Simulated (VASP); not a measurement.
# BeCd2 in VASP: single point with PBE

Aim: the single point of BeCd2 with PBE.

All numbers are computed with VASP 6.6.1; they aren't measurements. Logs are shortened: lines on timing, memory, paths and dates and some standing lists are left out, and cuts for length are marked.

## (1) The cell of the first run

The cell holds a sheet with vacuum, 3 atoms: a = 4.764 Å, b = 4.764 Å, c = 23.800 Å, α = 90.00°, β = 90.00°, γ = 90.00°.

## (2) Single point, PBE

Contents of INCAR:

```
PREC = Accurate
ENCUT = 520
EDIFF = 1E-7
ISMEAR = 0
SIGMA = 0.1
LREAL = F
LASPH = T
NELM = 80
ALGO = Normal
ISIF = 2
LWAVE = F
LCHARG = T
LDIPOL = T
IDIPOL = 3
DIPOL = 0.5 0.5 0.294
GGA = PE
LELF = T
LVHAR = T
LVACPOTAV = T
NBANDS = 20
```

Contents of KPOINTS:

```
regular mesh
0
Gamma
  10 10 1
```

Contents of POSCAR:

```
BeCd2
1.0
    4.7635754894      0.0000000000      0.0000000000
    0.0000000000      4.7635754894      0.0000000000
    0.0000000000      0.0000000000     23.8000000000
Be Cd
1 2
Direct
    0.0000000000      0.0000000000      0.2941176471
    0.0000000000      0.5000000000      0.2941176471
    0.5000000000      0.0000000000      0.2941176471
```

Potentials or basis: VASP PAW PBE potentials, release 64 (Be, Cd).

Started as:

```bash
$ cat potpaw_PBE.64/Be/POTCAR potpaw_PBE.64/Cd/POTCAR > POTCAR
$ mpirun -np 1 vasp_std > vasp.out
```

OUTCAR:

```text
PREC = Accurate
   ENCUT = 520
   EDIFF = 1E-7
   ISMEAR = 0
   LREAL = F
   LASPH = T
   NELM = 80
   ISIF = 2
   GGA = PE

 ion  position               nearest neighbor table
   1  0.000  0.000  0.294-   2 2.38   3 2.38   2 2.38   3 2.38
   2  0.000  0.500  0.294-   1 2.38   1 2.38   3 3.37   3 3.37   3 3.37   3 3.37
   3  0.500  0.000  0.294-   1 2.38   1 2.38   2 3.37   2 3.37   2 3.37   2 3.37

  LATTYP: Found a simple tetragonal cell.
 ALAT       =     4.7635754894
 C/A-ratio  =     4.9962470529

  Lattice vectors:

 A1 = (   4.7635754894,   0.0000000000,   0.0000000000)
 A2 = (   0.0000000000,   4.7635754894,   0.0000000000)
 A3 = (   0.0000000000,   0.0000000000,  23.8000000000)

Analysis of symmetry for initial positions (statically):
=====================================================================
 Subroutine PRICEL returns:
 Original cell was already a primitive cell.

 Routine SETGRP: Setting up the symmetry group for a
 simple tetragonal supercell.

 Subroutine GETGRP returns: Found 16 space group operations
 (whereof  8 operations were pure point group operations)
 out of a pool of 16 trial point group operations.

The static configuration has the point symmetry C_4v.
 The point group associated with its full space group is D_4h.

Analysis of symmetry for dynamics (positions and initial velocities):
=====================================================================
 Subroutine PRICEL returns:
 Original cell was already a primitive cell.

 Routine SETGRP: Setting up the symmetry group for a
 simple tetragonal supercell.

 Subroutine GETGRP returns: Found 16 space group operations
 (whereof  8 operations were pure point group operations)
 out of a pool of 16 trial point group operations.

The dynamic configuration has the point symmetry C_4v.
 The point group associated with its full space group is D_4h.

 Subroutine INISYM returns: Found 16 space group operations
 (whereof  8 operations are pure point group operations),
 and found     1 'primitive' translations

----------------------------------------------------------------------------------------

                                     Primitive cell

  volume of cell :     540.0613

  direct lattice vectors                    reciprocal lattice vectors
     4.763575489  0.000000000  0.000000000     0.209926347  0.000000000  0.000000000
     0.000000000  4.763575489  0.000000000     0.000000000  0.209926347  0.000000000
     0.000000000  0.000000000 23.800000000     0.000000000  0.000000000  0.042016807

  length of vectors
     4.763575489  4.763575489 23.800000000     0.209926347  0.209926347  0.042016807

  position of ions in fractional coordinates (direct lattice)
     0.000000000  0.000000000  0.294117647
     0.000000000  0.500000000  0.294117647
     0.500000000  0.000000000  0.294117647

  ion indices of the primitive-cell ions
   primitive index   ion index
                 1           1
                 2           2
                 3           3

----------------------------------------------------------------------------------------

 KPOINTS: regular mesh

Automatic generation of k-mesh.
 Grid dimensions read from file:
 generate k-points for:   10   10    1

 Generating k-lattice:

  Cartesian coordinates                     Fractional coordinates (reciprocal lattice)
     0.020992635  0.000000000  0.000000000     0.100000000  0.000000000  0.000000000
     0.000000000  0.020992635  0.000000000     0.000000000  0.100000000  0.000000000
     0.000000000  0.000000000  0.042016807     0.000000000  0.000000000  1.000000000

  Length of vectors
     0.020992635  0.020992635  0.042016807

  Shift w.r.t. Gamma in fractional coordinates (k-lattice)
     0.000000000  0.000000000  0.000000000

 Subroutine IBZKPT returns following result:
 ===========================================

 Found     21 irreducible k-points:

 Following reciprocal coordinates:
            Coordinates               Weight
  0.000000  0.000000  0.000000      1.000000
  0.100000  0.000000  0.000000      4.000000
  0.200000  0.000000  0.000000      4.000000
  0.300000  0.000000  0.000000      4.000000
  0.400000  0.000000  0.000000      4.000000
  0.500000  0.000000  0.000000      2.000000
[... 13 lines left out ...]
  0.500000  0.400000  0.000000      4.000000
  0.500000  0.500000  0.000000      1.000000
   k-points           NKPTS =     21   k-points in BZ     NKDIM =     21   number of bands    NBANDS=     20
   number of dos      NEDOS =    301   number of ions     NIONS =      3
   total plane-waves  NPLWV = 233280
   dimension x,y,z NGX =    36 NGY =   36 NGZ =  180
   dimension x,y,z NGXF=    72 NGYF=   72 NGZF=  360
   ions per type =               1   2
   NGX,Y,Z   is equivalent  to a cutoff of  12.56, 12.56, 12.57 a.u.
   NGXF,Y,Z  is equivalent  to a cutoff of  25.13, 25.13, 25.15 a.u.
 SYSTEM =  unknown system
   PREC   = accura    normal or accurate (medium, high low for compatibility)
   ISTART =      0    job   : 0-new  1-cont  2-samecut
   ICHARG =      2    charge: 1-file 2-atom 10-const
   ISPIN  =      1    spin polarized calculation?
   LNONCOLLINEAR =      F non collinear calculations
   LSORBIT =      F    spin-orbit coupling
   LASPH  =      T    aspherical Exc in radial PAW
   ENCUT  =  520.0 eV  38.22 Ry    6.18 a.u.   8.86  8.86 44.25*2*pi/ulx,y,z
   NELM   =     80;   NELMIN=  2; NELMDL= -5     # of ELM steps
   EDIFF  = 0.1E-06   stopping-criterion for ELM
   LREAL  =      F    real-space projection
   EDIFFG = 0.1E-05   stopping-criterion for IOM
   NSW    =      0    number of steps for IOM
   IBRION =     -1    ionic relax: 0-MD 1-quasi-New 2-CG
   NFREE  =      0    steps in history (QN), initial steepest desc. (CG)
   ISIF   =      2    stress and relaxation
   ISYM   =      2    0-nonsym 1-usesym 2-fastsym
   POTIM  = 0.5000    time-step for ionic-motion
   TEBEG  =    0.0;   TEEND  =   0.0 temperature during run
   PSTRESS=    0.0 pullay stress
   NELECT =      26.0000    total number of electrons
   NUPDOWN=      -1.0000    fix difference up-down
   EMIN   =  10.00;   EMAX   =-10.00  energy-range for DOS
   EFERMI =   0.00;   METHOD = LEGACY
   ISMEAR =     0;   SIGMA  =   0.10  broadening in eV -4-tet -1-fermi 0-gaus
   EFERMI_NEDOS =   21; number of points for ismear=-14 and -15
   IALGO  =     38    algorithm
   IMIX   =      4    mixing-type and parameters
     AMIX     =   0.40;   BMIX     =  1.00
     AMIX_MAG =   1.60;   BMIX_MAG =  1.00
  volume/ion in A,a.u.               =     180.02      1214.84
  Fermi-wavevector in a.u.,A,eV,Ry     =   0.595550  1.125426  4.825712  0.354680
  Thomas-Fermi vector in A             =   1.645557
   LORBIT       =      0    0 simple, 1 ext, 2 COOP (PROOUT), +10 PAW based schemes
   GGA     = PE    functional components
   LHFCALC =     F    Hartree Fock is set to
   AEXX    =    0.0000 exact exchange contribution
   IVDW    =     0    specifies the selected vdW correction
   LEPSILON=     F    determine dielectric tensor
   LRPA    =     F    only Hartree local field effects (RPA)
 non-spin polarized calculation
 Gauss-broadening in eV      SIGMA  =   0.10
  energy-cutoff  :      520.00
  volume of cell :      540.06
 maximum number of plane-waves:     14602
 NGX is ok and might be reduce to    36
   NGX = 17   NGY = 17   NGZ = 89

 dipolmoment           0.000000      0.000000     -0.000000 electrons x Angstroem

 number of electron      26.0000016 magnetization

 dipolmoment           0.000000      0.000000      0.000000 electrons x Angstroem

 Free energy of the ion-electron system (eV)
  ---------------------------------------------------
  ext. energy  EPLUGINS =         0.00000000
  ---------------------------------------------------
  free energy    TOTEN  =        -2.94207012 eV

  energy without entropy =       -2.93360337  energy(sigma->0) =       -2.93783674

 E-fermi :  -3.1386     XC(G=0):  -1.7783

 val. band max:       -3.1782523624   @ k =   0.2000   0.0000   0.0000
 cond. band min:      -3.0839006374   @ k =   0.4000   0.1000   0.0000
 fundamental gap:      0.0943517250
 Fermi energy:        -3.1385717871

 k-point     1 :       0.0000    0.0000    0.0000
  band No.  band energies     occupation
      1     -12.3441      2.00000
      2     -12.0258      2.00000
      3     -11.8053      2.00000
      4     -11.7297      2.00000
      5     -11.7297      2.00000
      6     -11.5805      2.00000
[... 12 lines left out ...]
     19       0.8884      0.00000
     20       1.5217      0.00000

 k-point     2 :       0.1000    0.0000    0.0000
  band No.  band energies     occupation
      1     -12.3243      2.00000
      2     -12.0103      2.00000
      3     -11.7948      2.00000
      4     -11.7279      2.00000
      5     -11.7251      2.00000
      6     -11.5969      2.00000
[... 12 lines left out ...]
     19       0.9926      0.00000
     20       1.5542      0.00000

 k-point     3 :       0.2000    0.0000    0.0000
  band No.  band energies     occupation
      1     -12.2670      2.00000
      2     -11.9645      2.00000
      3     -11.7651      2.00000
      4     -11.7223      2.00000
      5     -11.7117      2.00000
      6     -11.6456      2.00000
[... 12 lines left out ...]
     19       1.1906      0.00000
     20       1.5271      0.00000

 k-point     4 :       0.3000    0.0000    0.0000
  band No.  band energies     occupation
      1     -12.1787      2.00000
      2     -11.8901      2.00000
      3     -11.7268      2.00000
      4     -11.7187      2.00000
      5     -11.7128      2.00000
      6     -11.6915      2.00000
[... 360 lines left out ...]
 k-point    20 :       0.5000    0.4000    0.0000
  band No.  band energies     occupation
      1     -12.0837      2.00000
      2     -12.0795      2.00000
      3     -11.8425      2.00000
      4     -11.7213      2.00000
      5     -11.6999      2.00000
      6     -11.6992      2.00000
[... 12 lines left out ...]
     19       2.6719      0.00000
     20       2.8017      0.00000

 k-point    21 :       0.5000    0.5000    0.0000
  band No.  band energies     occupation
      1     -12.0933      2.00000
      2     -12.0933      2.00000
      3     -11.8515      2.00000
      4     -11.7274      2.00000
      5     -11.6982      2.00000
      6     -11.6982      2.00000
[... 12 lines left out ...]
     19       3.1857      0.00000
     20       3.2729      0.00000

------------------------ aborting loop because EDIFF is reached ----------------------------------------

 vacuum level on the upper side and lower side of the slab       (xc-potential included)        -0.110        -0.109

  FORCE on cell =-STRESS in cart. coord.  units (eV):
  Direction    XX          YY          ZZ          XY          YZ          ZX
  --------------------------------------------------------------------------------------
  -------------------------------------------------------------------------------------
  Total        0.0974084      0.0974084     -0.0033357      0.0000000      0.0000000      0.0000000
  in kB        0.2889775      0.2889775     -0.0098959      0.0000000      0.0000000      0.0000000
  external PRESSURE =       0.1893530 kB  Pullay stress =       0.0000000 kB

 VOLUME and BASIS-vectors are now :
 -----------------------------------------------------------------------------
  energy-cutoff  :      520.00
  volume of cell :      540.06
      direct lattice vectors                 reciprocal lattice vectors
     4.763575489  0.000000000  0.000000000     0.209926347  0.000000000  0.000000000
     0.000000000  4.763575489  0.000000000     0.000000000  0.209926347  0.000000000
     0.000000000  0.000000000 23.800000000     0.000000000  0.000000000  0.042016807

 POSITION                                       TOTAL-FORCE (eV/Angst)
 -----------------------------------------------------------------------------------
      0.00000      0.00000      7.00000        -0.000000     -0.000000      0.000000
      0.00000      2.38179      7.00000         0.000000      0.000000     -0.000000
      2.38179      0.00000      7.00000        -0.000000     -0.000000     -0.000000
 -----------------------------------------------------------------------------------
    total drift:                                0.000000      0.000000     -0.000111

  FREE ENERGIE OF THE ION-ELECTRON SYSTEM (eV)
  ---------------------------------------------------
  free  energy   TOTEN  =        -2.9420701178 eV

  energy  without entropy=       -2.9336033714  energy(sigma->0) =       -2.93783674

 vacuum level on the upper side and lower side of the slab         0.712         0.712
```

It took 6.7 min on 1 thread of Intel Xeon 8259CL, shared host; peak memory 0.63 GiB.

Results:

```
Free energy                     : -2.9421 eV
Band gap on the k mesh          : zero (bands 13 and 14 overlap by 1.00 eV)
Work function of the upper face : 3.85 eV
Work function of the lower face : 3.85 eV
```
